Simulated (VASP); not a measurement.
InAg3P2O8, 14 atoms in the cell. The typed cell holds 14 atoms: a = 5.288 Å, b = 5.288 Å, c = 7.532 Å, α = 93.54°, β = 93.54°, γ = 64.80°. 

| Quantity | Value |
| --- | --- |
| Program | VASP 6.6.1 |
| Task | single point |
| Functional | PBEsol |
| Potentials or basis | VASP PAW PBE potentials, release 64 (In_d, Ag, P, O) |
| Cutoff | 520 eV |
| k mesh | 2 × 2 × 1 |
| Occupations | fermi-dirac, width 0.05 eV |
| Spin | no spin polarisation |
| Dipole correction | no |
| Further INCAR settings | ALGO = Normal; EDIFF = 1e-06; NBANDS = 65 |

Potentials or basis: VASP PAW PBE potentials, release 64 (In_d, Ag, P, O).

The run is started by

```console
$ cat potpaw_PBE.64/In_d/POTCAR potpaw_PBE.64/Ag/POTCAR potpaw_PBE.64/P/POTCAR potpaw_PBE.64/O/POTCAR > POTCAR
$ mpirun -np 1 vasp_std > vasp.out
```

Hardware: 1 thread of AMD EPYC 7R43 64-Core Processor (Zen 3) (shared host).

Problem. Estimate the wall time of this run.

Solution. Run time: 110 s on 1 thread of AMD EPYC 7R43 64-Core Processor (Zen 3), with other jobs on the host, peak memory 0.26 GiB. Counts: scf iterations 17, k points 4.
